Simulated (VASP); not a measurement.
Set up this calculation in VASP 6.6.1, as the native input.

```yaml
Task: single point
Functional: PBE
Potentials_or_basis: VASP PAW PBE potentials, release 64 (Si, O)
Cutoff: 520 eV
k_mesh: 6 × 6 × 4
Occupations: gaussian, width 0.02 eV
Spin: no spin polarisation
Dipole_correction: no
Further_INCAR_settings: ALGO = Normal; EDIFF = 1e-06; NBANDS = 44
```

The structure of SiO2 lies in POSCAR:

```
SiO2
1.0
    5.0836999392      0.0000000000      0.0000000000
    0.0000000000      5.0836999392      0.0000000000
    0.0000000000      0.0000000000      7.1008765718
Si O
4 8
Direct
    0.2938575611      0.2938575611      0.0000000000
    0.2061424389      0.7938575611      0.2500000000
    0.7061424389      0.7061424389      0.5000000000
    0.7938575611      0.2061424389      0.7500000000
    0.2411800971      0.0934526146      0.1742257763
    0.4065473854      0.7411800971      0.4242257763
    0.7588199029      0.9065473854      0.6742257763
    0.5934526146      0.2588199029      0.9242257763
    0.7411800971      0.4065473854      0.5757742237
    0.9065473854      0.7588199029      0.3257742237
    0.2588199029      0.5934526146      0.0757742237
    0.0934526146      0.2411800971      0.8257742237
```

One way to write it, as run:

INCAR

```
SYSTEM = SiO2
PREC     = Accurate       ! precision mode
ENCUT    = 520            ! plane-wave cutoff, eV
EDIFF    = 1E-6           ! SCF threshold, eV
ISMEAR   = 0              ! smearing method
SIGMA    = 0.02           ! smearing width, eV
LREAL    = .False.        ! projectors in reciprocal space
LASPH    = .True.         ! aspherical terms in the spheres
NELM     = 80             ! most SCF steps
ALGO     = Normal         ! electronic algorithm
ISIF     = 2              ! what is computed and relaxed
LWAVE    = .False.        ! write WAVECAR
LCHARG   = .False.        ! write CHGCAR
GGA      = PE             ! functional
NBANDS   = 44             ! bands
```

KPOINTS

```
Automatic mesh
0
Gamma
  6 6 4
  0 0 0
```

Potentials or basis: VASP PAW PBE potentials, release 64 (Si, O).

Launch:

```bash
$ cat potpaw_PBE.64/Si/POTCAR potpaw_PBE.64/O/POTCAR > POTCAR
$ mpirun -np 1 vasp_std > vasp.out
```

Results of the run:

The pressure is 0.1 GPa. The largest force is 0.018 eV/Å. The band gap on the k mesh is 5.51 eV.

Run time: 2.8 min on 1 thread of Intel(R) Xeon(R) Platinum 8488C (Sapphire Rapids), with other jobs on the host, peak memory 0.37 GiB.
